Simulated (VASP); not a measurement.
TePb: single point with r2SCAN

The system is TePb.

```
Pb Te
1.0
     0.07859    3.26784    3.26784
     3.26784    0.07859    3.26784
     3.34643    3.34643    0.00000
Pb Te
1 1
Direct
  0.00000 0.00000 0.00000
  0.50000 0.50000 0.50000
```

This cell differs from its parent crystal: shear xy strain +4.8%.

```yaml
Program: VASP 6.6.1
Task: single point
Functional: r2SCAN
Potentials_or_basis: VASP PAW PBE potentials, release 64 (Pb_d, Te)
Cutoff: 520 eV
k_mesh: 8 × 8 × 8
Occupations: gaussian, width 0.01 eV
Spin: no spin polarisation
Dipole_correction: no
Further_INCAR_settings: ALGO = Normal; EDIFF = 1e-07; NBANDS = 17
```

```json
{
 "Pressure": "0.0 GPa",
 "Band gap on the k mesh": "0.82 eV (least direct gap 1.03 eV)"
}
```

Stress tensor (GPa, compression positive):
```
 0.00 -0.74  0.00
-0.74  0.00  0.00
 0.00  0.00 -0.05
```

Levels at points of the mesh, in eV from the valence-band top:
| k point | band 7 | band 8 | band 9 | band 10 | band 11 | band 12 | band 13 | band 14 |
| --- | --- | --- | --- | --- | --- | --- | --- | --- |
| (0.00, 0.00, 0.00) | -5.84 | -1.66 | -1.47 | -1.25 | 4.15 | 4.20 | 4.31 | 5.89 |
| (0.50, 0.00, 0.00) | -8.76 | -1.12 | -1.03 | -0.21 | 0.82 | 1.25 | 1.39 | 8.84 |
| (0.50, 0.50, 0.00) | -7.56 | -4.52 | -3.09 | -2.63 | 3.65 | 5.52 | 5.71 | 6.86 |
| (0.00, 0.00, 0.50) | -8.87 | -1.00 | -0.87 | 0.00 | 1.06 | 1.49 | 1.58 | 8.70 |
| (0.50, 0.00, 0.50) | -7.55 | -4.52 | -2.87 | -2.86 | 3.63 | 5.52 | 5.60 | 6.85 |

Wall time 3.2 min on 1 thread of Intel(R) Xeon(R) 6975P-C (Granite Rapids), on a shared host, peak memory 0.3 GiB.

Caveat: the cell differs from its parent crystal (shear xy strain +4.8%); the structure was generated, so it needn't be the stable form of TePb; the PAW data sets were made with another functional, which shifts forces and pressure a little; spin-orbit coupling is left out, which moves the levels of the heavy elements. A k mesh can miss the band edges.
